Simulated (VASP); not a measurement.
# SiC (ref) (P6_3mc) in VASP: further runs, part 2 of 2

VASP 6.6.1. The steps go on from the part before.

### Step 3. Single point, r2SCAN

Contents of POSCAR:

```
SiC
1.0
    3.0754668474      0.0000000000      0.0000000000
   -1.5377334237      2.6634324183      0.0000000000
    0.0000000000      0.0000000000      5.0485335429
Si C
2 2
Direct
    0.3333333333      0.6666666667     -0.0469749218
    0.6666666667      0.3333333333      0.4530250782
    0.3333333333      0.6666666667      0.4219749218
    0.6666666667      0.3333333333      0.9219749218
```

Contents of INCAR.step1:

```
SYSTEM = SiC
PREC = Accurate
ENCUT = 520
ISMEAR = 0
SIGMA = 0.01
LREAL = .FALSE.
LASPH = .TRUE.
NELM = 60
NBANDS = 16
GGA = PE
ALGO = Normal
EDIFF = 1E-4
LWAVE = .TRUE.
LCHARG = .FALSE.
```

Contents of INCAR.step2:

```
SYSTEM = SiC
PREC = Accurate
ENCUT = 520
EDIFF = 1E-6
ISMEAR = 0
SIGMA = 0.01
LREAL = .FALSE.
LASPH = .TRUE.
NELM = 60
ALGO = Normal
ISIF = 2
LWAVE = .FALSE.
LCHARG = .FALSE.
METAGGA = R2SCAN
LMIXTAU = .TRUE.
NBANDS = 16
ISTART = 1
```

Contents of KPOINTS:

```
regular mesh
0
G
  12 12 6
  0 0 0
```

Potentials or basis: VASP PAW PBE potentials, release 64 (Si, C).

On the command line:

```sh
cat potpaw_PBE.64/Si/POTCAR potpaw_PBE.64/C/POTCAR > POTCAR
cp INCAR.step1 INCAR
mpirun -np 1 vasp_std > vasp.out
cp INCAR.step2 INCAR
mpirun -np 1 vasp_std > vasp.out
```

OUTCAR:

```text
SYSTEM = SiC
   PREC = Accurate
   ENCUT = 520
   EDIFF = 1E-6
   ISMEAR = 0
   LREAL = .FALSE.
   LASPH = .TRUE.
   NELM = 60
   ISIF = 2
   METAGGA = R2SCAN
   ISTART = 1

 ion  position               nearest neighbor table
   1  0.333  0.667  0.953-   4 1.78   4 1.78   4 1.78   3 2.37   2 3.09   2 3.09   2 3.09   2 3.09
                             2 3.09   2 3.09
   2  0.667  0.333  0.453-   3 1.78   3 1.78   3 1.78   4 2.37   1 3.09   1 3.09   1 3.09   1 3.09
                             1 3.09   1 3.09
   3  0.333  0.667  0.422-   2 1.78   2 1.78   2 1.78   1 2.37
   4  0.667  0.333  0.922-   1 1.78   1 1.78   1 1.78   2 2.37

  LATTYP: Found a hexagonal cell.
 ALAT       =     3.0754668474
 C/A-ratio  =     1.6415503055

  Lattice vectors:

 A1 = (   3.0754668474,   0.0000000000,   0.0000000000)
 A2 = (  -1.5377334237,   2.6634324183,   0.0000000000)
 A3 = (   0.0000000000,   0.0000000000,   5.0485335429)

Analysis of symmetry for initial positions (statically):
=====================================================================
 Subroutine PRICEL returns:
 Original cell was already a primitive cell.

 Routine SETGRP: Setting up the symmetry group for a
[... 179 lines left out ...]
 fundamental gap:      1.1503414349
 Fermi energy:        10.0271224640

 k-point     1 :       0.0000    0.0000    0.0000
  band No.  band energies     occupation
      1      -8.3247      2.00000
      2      -5.0898      2.00000
      3       0.1786      2.00000
      4       5.9429      2.00000
      5       5.9429      2.00000
      6       7.0687      2.00000
[... 433 lines left out ...]
      3       0.5591      2.00000
      4       2.4736      2.00000
      5       2.8604      2.00000
      6       4.4865      2.00000
[... 8 lines left out ...]
     15      19.3398      0.00000
     16      20.5274      0.00000

 [... further k-points ...]

------------------------ aborting loop because EDIFF is reached ----------------------------------------

  FORCE on cell =-STRESS in cart. coord.  units (eV):
  Direction    XX          YY          ZZ          XY          YZ          ZX
  --------------------------------------------------------------------------------------
  -------------------------------------------------------------------------------------
  Total        3.5110086      3.5110086      0.1727674      0.0000000      0.0000000      0.0000000
  in kB      136.0268044    136.0268044      6.6935194      0.0000000      0.0000000      0.0000000
  external PRESSURE =      92.9157094 kB  Pullay stress =       0.0000000 kB

 VOLUME and BASIS-vectors are now :
 -----------------------------------------------------------------------------
  energy-cutoff  :      520.00
  volume of cell :       41.35
      direct lattice vectors                 reciprocal lattice vectors
     3.075466847  0.000000000  0.000000000     0.325153887  0.187727684  0.000000000
    -1.537733424  2.663432418  0.000000000     0.000000000  0.375455368  0.000000000
     0.000000000  0.000000000  5.048533543     0.000000000  0.000000000  0.198077321

 POSITION                                       TOTAL-FORCE (eV/Angst)
 -----------------------------------------------------------------------------------
     -0.00000      1.77562      4.81138         0.000000     -0.000000      1.608687
      1.53773      0.88781      2.28711        -0.000000      0.000000      1.608687
     -0.00000      1.77562      2.13035        -0.000000      0.000000     -1.608687
      1.53773      0.88781      4.65462         0.000000     -0.000000     -1.608687
 -----------------------------------------------------------------------------------
    total drift:                               -0.000000      0.000000     -0.000470

  FREE ENERGIE OF THE ION-ELECTRON SYSTEM (eV)
  ---------------------------------------------------
  free  energy   TOTEN  =       -36.8909907613 eV

  energy  without entropy=      -36.8909907613  energy(sigma->0) =      -36.89099076
```

OUTCAR.step1:

```text
SYSTEM = SiC
   PREC = Accurate
   ENCUT = 520
   ISMEAR = 0
   LREAL = .FALSE.
   LASPH = .TRUE.
   NELM = 60
[... 689 lines left out ...]
      1.53773      0.88781      2.28711         0.000000     -0.000000      1.511084
     -0.00000      1.77562      2.13035         0.000000      0.000000     -1.511084
      1.53773      0.88781      4.65462        -0.000000     -0.000000     -1.511084
 -----------------------------------------------------------------------------------
    total drift:                                0.000000      0.000000      0.002638

  FREE ENERGIE OF THE ION-ELECTRON SYSTEM (eV)
  ---------------------------------------------------
  free  energy   TOTEN  =       -28.4282198400 eV

  energy  without entropy=      -28.4282198400  energy(sigma->0) =      -28.42821984
```

OSZICAR.step1:

```text
N       E                     dE             d eps       ncg     rms          rms(c)
DAV:   1     0.281893938294E+02    0.28189E+02   -0.73149E+03  2432   0.904E+02
DAV:   2    -0.302268783676E+02   -0.58416E+02   -0.53534E+02  3408   0.159E+02
DAV:   3    -0.328514131265E+02   -0.26245E+01   -0.26142E+01  3120   0.314E+01
DAV:   4    -0.328707212311E+02   -0.19308E-01   -0.19305E-01  3008   0.330E+00
DAV:   5    -0.328709097691E+02   -0.18854E-03   -0.18853E-03  3152   0.308E-01    0.136E+01
DAV:   6    -0.285346509759E+02    0.43363E+01   -0.74596E+00  2904   0.172E+01    0.594E+00
DAV:   7    -0.284495001892E+02    0.85151E-01   -0.12733E+00  3400   0.670E+00    0.261E+00
DAV:   8    -0.284294505094E+02    0.20050E-01   -0.57055E-02  2784   0.151E+00    0.688E-01
DAV:   9    -0.284278030609E+02    0.16474E-02   -0.80256E-03  3296   0.630E-01    0.128E-01
DAV:  10    -0.284281755976E+02   -0.37254E-03   -0.10848E-03  2824   0.198E-01    0.649E-02
DAV:  11    -0.284282198400E+02   -0.44242E-04   -0.69653E-05  2160   0.649E-02
   1 F= -.28428220E+02 E0= -.28428220E+02  d E =-.464329E-16
```

Wall time 62 s (1 thread of Intel Xeon 6975P-C (Granite Rapids), shared host); peak memory 0.18 GiB.

What came out:

| Item | Value |
| --- | --- |
| Free energy | -36.8910 eV |
| Pressure | 9.3 GPa |
| Largest force | 1.609 eV/Å |
| Band gap on the k mesh | 1.15 eV, indirect (least direct gap 3.31 eV) |

Forces in eV/Å, atoms in the order of the input:
```
Si   0.000  0.000  1.609
Si   0.000  0.000  1.609
C    0.000  0.000 -1.609
C    0.000  0.000 -1.609
```

Levels at points of the mesh, in eV from the valence-band top:
| k point | band 4 | band 5 | band 6 | band 7 | band 8 | band 9 | band 10 | band 11 | band 12 | band 13 |
| --- | --- | --- | --- | --- | --- | --- | --- | --- | --- | --- |
| (0.00, 0.00, 0.00) | -3.99 | -3.99 | -2.86 | -2.86 | 0.00 | 3.43 | 4.47 | 5.29 | 5.29 | 7.04 |
| (0.50, 0.00, 0.00) | -9.11 | -6.29 | -5.90 | -4.13 | -3.78 | 1.15 | 3.73 | 4.71 | 7.60 | 7.65 |
| (0.00, 0.00, 0.50) | -5.48 | -3.46 | -3.46 | -3.46 | -3.46 | 4.62 | 4.62 | 5.85 | 5.85 | 5.85 |
| (0.50, 0.00, 0.50) | -10.69 | -5.13 | -5.13 | -2.97 | -2.97 | 1.95 | 1.95 | 2.86 | 2.86 | 10.75 |

Caveat: the PAW data sets were made with another functional, which shifts forces and pressure a little.

### Step 4. Relaxation of cell and atoms, r2SCAN

Contents of POSCAR:

```
SiC
1.0
    3.0760000000      0.0000000000      0.0000000000
   -1.5380000000      2.6638941420      0.0000000000
    0.0000000000      0.0000000000      5.0480000000
Si C
2 2
Direct
    0.3333333333      0.6666666667      0.0000000000
    0.6666666667      0.3333333333      0.5000000000
    0.3333333333      0.6666666667      0.3750000000
    0.6666666667      0.3333333333      0.8750000000
```

Contents of INCAR.step1:

```
  PREC = Accurate
  ENCUT = 600
  ISMEAR = 0
  SIGMA = 0.02
  LREAL = F
  LASPH = T
  NELM = 60
  GGA = PE
  ALGO = Normal
  EDIFF = 1E-4
  LWAVE = T
  LCHARG = F
```

Contents of INCAR.step2:

```
  PREC = Accurate
  ENCUT = 600
  EDIFF = 1E-6
  ISMEAR = 0
  SIGMA = 0.02
  LREAL = F
  LASPH = T
  NELM = 60
  ALGO = Normal
  ISIF = 3
  LWAVE = F
  LCHARG = F
  METAGGA = R2SCAN
  LMIXTAU = T
  IBRION = 2
  NSW = 100
  EDIFFG = -0.002
  ISTART = 1
```

Contents of KPOINTS:

```
regular mesh
0
Gamma
  12 12 6
```

Potentials or basis: VASP PAW PBE potentials, release 64 (Si, C).

On the command line:

```sh
cat potpaw_PBE.64/Si/POTCAR potpaw_PBE.64/C/POTCAR > POTCAR
cp INCAR.step1 INCAR
mpirun -np 1 vasp_std > vasp.out
cp INCAR.step2 INCAR
mpirun -np 1 vasp_std > vasp.out
```

OUTCAR:

```text
PREC = Accurate
   ENCUT = 600
   EDIFF = 1E-6
   ISMEAR = 0
   LREAL = F
   LASPH = T
   NELM = 60
   ISIF = 3
   METAGGA = R2SCAN
   IBRION = 2
   NSW = 100
   EDIFFG = -0.002
   ISTART = 1

 ion  position               nearest neighbor table
   1  0.333  0.667  0.000-   4 1.88   4 1.88   4 1.88   3 1.89   2 3.09   2 3.09   2 3.09   2 3.09
                             2 3.09   2 3.09
   2  0.667  0.333  0.500-   3 1.88   3 1.88   3 1.88   4 1.89   1 3.09   1 3.09   1 3.09   1 3.09
                             1 3.09   1 3.09
   3  0.333  0.667  0.375-   2 1.88   2 1.88   2 1.88   1 1.89
   4  0.667  0.333  0.875-   1 1.88   1 1.88   1 1.88   2 1.89

  LATTYP: Found a hexagonal cell.
 ALAT       =     3.0760000000
 C/A-ratio  =     1.6410923277

  Lattice vectors:

 A1 = (   3.0760000000,   0.0000000000,   0.0000000000)
 A2 = (  -1.5380000000,   2.6638941420,   0.0000000000)
 A3 = (   0.0000000000,   0.0000000000,   5.0480000000)

Analysis of symmetry for initial positions (statically):
=====================================================================
 Subroutine PRICEL returns:
 Original cell was already a primitive cell.

 Routine SETGRP: Setting up the symmetry group for a
 hexagonal supercell.

 Subroutine GETGRP returns: Found 12 space group operations
 (whereof  6 operations were pure point group operations)
 out of a pool of 24 trial point group operations.

The static configuration has the point symmetry C_3v.
 The point group associated with its full space group is C_6v.

Analysis of symmetry for dynamics (positions and initial velocities):
=====================================================================
 Subroutine PRICEL returns:
 Original cell was already a primitive cell.

 Routine SETGRP: Setting up the symmetry group for a
 hexagonal supercell.

[... 148 lines left out ...]

--------------------------------------- Ionic step        1  -------------------------------------------

 number of electron      16.0000001 magnetization

 Free energy of the ion-electron system (eV)
  ---------------------------------------------------
  ext. energy  EPLUGINS =         0.00000000
  ---------------------------------------------------
  free energy    TOTEN  =       -38.64151070 eV

  energy without entropy =      -38.64151070  energy(sigma->0) =      -38.64151070

------------------------ aborting loop because EDIFF is reached ----------------------------------------

  FORCE on cell =-STRESS in cart. coord.  units (eV):
  Direction    XX          YY          ZZ          XY          YZ          ZX
  --------------------------------------------------------------------------------------
  -------------------------------------------------------------------------------------
  Total       -0.1674981     -0.1674981     -0.0136166      0.0000000      0.0000000     -0.0000000
  in kB       -6.4878067     -6.4878067     -0.5274219      0.0000000      0.0000000     -0.0000000
  external PRESSURE =      -4.5010118 kB  Pullay stress =       0.0000000 kB
[... 177 lines left out ...]
--------------------------------------- Ionic step        6  -------------------------------------------

 number of electron      16.0000001 magnetization

 Free energy of the ion-electron system (eV)
  ---------------------------------------------------
  ext. energy  EPLUGINS =         0.00000000
  ---------------------------------------------------
  free energy    TOTEN  =       -38.64195194 eV

  energy without entropy =      -38.64195194  energy(sigma->0) =      -38.64195194

 E-fermi :   8.3179     XC(G=0): -11.9362

 val. band max:        8.1635390786   @ k =   0.0000   0.0000   0.0000
 cond. band min:      10.8196681747   @ k =   0.3333   0.3333   0.0000
 fundamental gap:      2.6561290961
 Fermi energy:         8.3178970796

 k-point     1 :       0.0000    0.0000    0.0000
  band No.  band energies     occupation
      1      -8.2044      2.00000
      2      -4.5717      2.00000
      3      -0.8385      2.00000
      4       6.7778      2.00000
      5       6.7778      2.00000
      6       8.0488      2.00000
      7       8.1635      2.00000
      8       8.1635      2.00000
      9      13.5593      0.00000
     10      14.9558      0.00000
     11      15.3660      0.00000
     12      15.3660      0.00000
[... 331 lines left out ...]
 k-point    24 :       0.3333    0.0000    0.1667
  band No.  band energies     occupation
      1      -6.1625      2.00000
      2      -3.5810      2.00000
      3       0.5642      2.00000
      4       2.3249      2.00000
      5       3.1740      2.00000
      6       5.1778      2.00000
      7       6.4985      2.00000
      8       7.0045      2.00000
      9      12.0226      0.00000
     10      13.1319      0.00000
     11      15.5902      0.00000
     12      16.5751      0.00000

 [... further k-points ...]

------------------------ aborting loop because EDIFF is reached ----------------------------------------

  FORCE on cell =-STRESS in cart. coord.  units (eV):
  Direction    XX          YY          ZZ          XY          YZ          ZX
  --------------------------------------------------------------------------------------
  -------------------------------------------------------------------------------------
  Total        0.0052706      0.0052706      0.0039113      0.0000000      0.0000000      0.0000000
  in kB        0.2045625      0.2045625      0.1518067      0.0000000      0.0000000      0.0000000
  external PRESSURE =       0.1869772 kB  Pullay stress =       0.0000000 kB
[... 19 lines left out ...]
  FREE ENERGIE OF THE ION-ELECTRON SYSTEM (eV)
  ---------------------------------------------------
  free  energy   TOTEN  =       -38.6419519431 eV

  energy  without entropy=      -38.6419519431  energy(sigma->0) =      -38.64195194

 reached required accuracy - stopping structural energy minimisation
```

OUTCAR.step1:

```text
PREC = Accurate
   ENCUT = 600
   ISMEAR = 0
   LREAL = F
[... 594 lines left out ...]
     -0.00000      1.77593      0.00000         0.000000      0.000000     -0.074161
      1.53800      0.88796      2.52400        -0.000000      0.000000     -0.074161
     -0.00000      1.77593      1.89300        -0.000000      0.000000      0.074161
      1.53800      0.88796      4.41700         0.000000     -0.000000      0.074161
 -----------------------------------------------------------------------------------
    total drift:                               -0.000000      0.000000     -0.000119

  FREE ENERGIE OF THE ION-ELECTRON SYSTEM (eV)
  ---------------------------------------------------
  free  energy   TOTEN  =       -30.1060226361 eV

  energy  without entropy=      -30.1060226361  energy(sigma->0) =      -30.10602264
```

OSZICAR.step1:

```text
N       E                     dE             d eps       ncg     rms          rms(c)
DAV:   1     0.411985344925E+02    0.41199E+02   -0.80689E+03  1832   0.133E+03
DAV:   2    -0.305806527907E+02   -0.71779E+02   -0.66996E+02  2640   0.200E+02
DAV:   3    -0.337924172353E+02   -0.32118E+01   -0.31954E+01  2404   0.423E+01
DAV:   4    -0.338296514949E+02   -0.37234E-01   -0.37201E-01  2260   0.532E+00
DAV:   5    -0.338303036484E+02   -0.65215E-03   -0.65202E-03  2344   0.671E-01    0.125E+01
DAV:   6    -0.302161542297E+02    0.36141E+01   -0.10680E+01  2228   0.209E+01    0.556E+00
DAV:   7    -0.301222364755E+02    0.93918E-01   -0.93810E-01  2320   0.643E+00    0.245E+00
DAV:   8    -0.301065264844E+02    0.15710E-01   -0.49189E-02  2148   0.166E+00    0.543E-01
DAV:   9    -0.301057504623E+02    0.77602E-03   -0.66677E-03  2276   0.628E-01    0.131E-01
DAV:  10    -0.301060095427E+02   -0.25908E-03   -0.71515E-04  2132   0.194E-01    0.546E-02
DAV:  11    -0.301060226361E+02   -0.13093E-04   -0.95574E-05  1368   0.834E-02
   1 F= -.30106023E+02 E0= -.30106023E+02  d E =-.525759E-26
```

Wall time 4 min (1 thread of Intel Xeon 6975P-C (Granite Rapids), shared host); peak memory 0.21 GiB.

What came out:

- Free energy: -38.6420 eV
- Relaxed volume: 10.32 Å³/atom
- Relaxed cell: a = 3.074 Å, b = 3.074 Å, c = 5.046 Å, α = 90.00°, β = 90.00°, γ = 120.00°
- Space group after relaxing (to 0.05 Å): P6_3mc (No. 186)
- Energy gained by relaxing: 0.1 meV/atom
- Ionic steps: 6
- Pressure after relaxing: 0.0 GPa
- Band gap on the k mesh: 2.66 eV, indirect (least direct gap 4.49 eV)

The path:
| step | energy change (eV) | largest force (eV/Å) | pressure (GPa) | volume (Å³) |
| --- | --- | --- | --- | --- |
| 1 | 0.0000 | 0.0779 | -0.45 | 41.36 |
| 2 | 0.0002 | 0.0780 | 0.54 | 41.19 |
| 3 | -0.0004 | 0.0053 | 0.00 | 41.28 |
| 4 | -0.0004 | 0.0001 | 0.02 | 41.28 |
| 5 | -0.0004 | 0.0011 | 0.02 | 41.28 |
| 6 | -0.0004 | 0.0016 | 0.02 | 41.28 |

Final structure:
```
CELL_PARAMETERS angstrom
3.07358 0.00000 0.00000
-1.53679 2.66180 0.00000
0.00000 0.00000 5.04569
ATOMIC_POSITIONS crystal
Si 0.33333 0.66667 0.99961
Si 0.66667 0.33333 0.49961
C 0.33333 0.66667 0.37539
C 0.66667 0.33333 0.87539
```

Levels at points of the mesh, in eV from the valence-band top:
```
           k point  band 4  band 5  band 6  band 7  band 8  band 9  band 10  band 11  band 12
(0.00, 0.00, 0.00)   -1.39   -1.39   -0.11    0.00    0.00    5.40     6.79     7.20     7.20
(0.50, 0.00, 0.00)   -6.55   -5.63   -3.48   -3.37   -1.26    3.23     4.67     7.48     7.65
(0.00, 0.00, 0.50)   -4.63   -0.75   -0.75   -0.75   -0.75    6.51     6.51     7.90     7.90
(0.50, 0.00, 0.50)   -8.55   -2.56   -2.56   -2.44   -2.44    3.73     3.73     5.80     5.80
```

Caveat: the PAW data sets were made with another functional, which shifts forces and pressure a little. A k mesh can miss the band edges.
